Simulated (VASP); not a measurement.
Input of a VASP 6.6.1 run:

The input POSCAR:

```
HfO2
1.0
    3.5409257385      0.0000000000      0.0000000000
    0.0000000000      3.5409257385      0.0000000000
    0.0000000000      0.0000000000      5.1502021628
Hf O
2 4
Direct
    0.5000000000      0.5000000000      0.5000000000
    0.0000000000      0.0000000000      0.0000000000
    0.0000000000      0.5000000000      0.7018179999
    0.5000000000      0.0000000000      0.7981820001
    0.5000000000      0.0000000000      0.2981820001
    0.0000000000      0.5000000000      0.2018179999
```

INCAR.step1

```
ALGO = Normal ; EDIFF = 1E-4
ENCUT = 520 ; GGA = PE
ISMEAR = 0 ; LASPH = T
LCHARG = F ; LREAL = F
LWAVE = T ; NBANDS = 31
NELM = 80 ; PREC = Accurate
SIGMA = 0.01
```

File INCAR.step2:

```
ALGO = Normal ; EDIFF = 1E-6
ENCUT = 520 ; ISIF = 2
ISMEAR = 0 ; ISTART = 1
LASPH = T ; LCHARG = F
LMIXTAU = T ; LREAL = F
LWAVE = F ; METAGGA = R2SCAN
NBANDS = 31 ; NELM = 80
PREC = Accurate ; SIGMA = 0.01
```

Contents of KPOINTS:

```
k-points
0
Gamma
  8 8 6
```

Potentials or basis: VASP PAW PBE potentials, release 64 (Hf_pv, O).

Launch:

```bash
$ cat potpaw_PBE.64/Hf_pv/POTCAR potpaw_PBE.64/O/POTCAR > POTCAR
$ cp INCAR.step1 INCAR
$ mpirun -np 1 vasp_std > vasp.out
$ cp INCAR.step2 INCAR
$ mpirun -np 1 vasp_std > vasp.out
```

**Question.** What does it give for the band gap on the k mesh?

**Answer.** 5.25 eV (least direct gap 5.34 eV).

**Question.** Predict the pressure.

**Answer.** 3.0 GPa.

Forces in eV/Å, atoms in the order of the input:
```
Hf   0.000  0.000  0.000
Hf   0.000  0.000  0.000
O    0.000  0.000 -0.060
O    0.000  0.000  0.060
O    0.000  0.000  0.060
O    0.000  0.000 -0.060
```

Caveat: the cell differs from its parent crystal (strain -1.0%); the PAW data sets were made with another functional, which shifts forces and pressure a little; spin-orbit coupling is left out, which moves the levels of the heavy elements. A k mesh can miss the band edges.
